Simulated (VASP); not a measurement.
The system is SiNi3.

```
CELL_PARAMETERS angstrom
3.54200 0.00000 0.00000
0.00000 3.54200 0.00000
0.00000 0.00000 3.54200
ATOMIC_POSITIONS crystal
Ni 0.50000 0.50000 0.00000
Ni 0.50000 0.00000 0.50000
Ni 0.00000 0.50000 0.50000
Si 0.00000 0.00000 0.00000
```

* Program: VASP 6.6.1
* Task: relaxation of cell and atoms
* Functional: PBEsol
* Potentials or basis: VASP PAW PBE potentials, release 64 (Ni, Si)
* Cutoff: 600 eV
* k mesh: 8 × 8 × 8
* Occupations: fermi-dirac, width 0.05 eV
* Spin: collinear spin, ferromagnetic start
* Starting moments: [1.0, 1.0, 1.0, 0.0] μB

At the start: pressure -14.0 GPa; volume 11.11 Å³/atom.

Task: Where does the relaxation end?

Result: Over 4 steps the energy falls by 34.6 meV/atom and the volume is 10.36 Å³/atom (-6.7 %); space group Pm-3m (No. 221, to 0.1 Å) before and after; moment 0.00 μB per cell.

The path:
```
step  energy change (eV)  largest force (eV/Å)  pressure (GPa)  volume (Å³)
   1              0.0000                0.0000          -13.97        44.44
   2              0.0446                0.0000           21.16        38.49
   3             -0.1386                0.0000           -0.19        41.51
   4             -0.1386                0.0000            0.09        41.45
```

Final structure:
```
Ni Si
1.0
     3.46086    0.00000    0.00000
     0.00000    3.46086    0.00000
     0.00000    0.00000    3.46086
Ni Si
3 1
Direct
  0.50000 0.50000 0.00000
  0.50000 0.00000 0.50000
  0.00000 0.50000 0.50000
  0.00000 0.00000 0.00000
```

Caveat: the PAW data sets were made with another functional, which shifts forces and pressure a little.
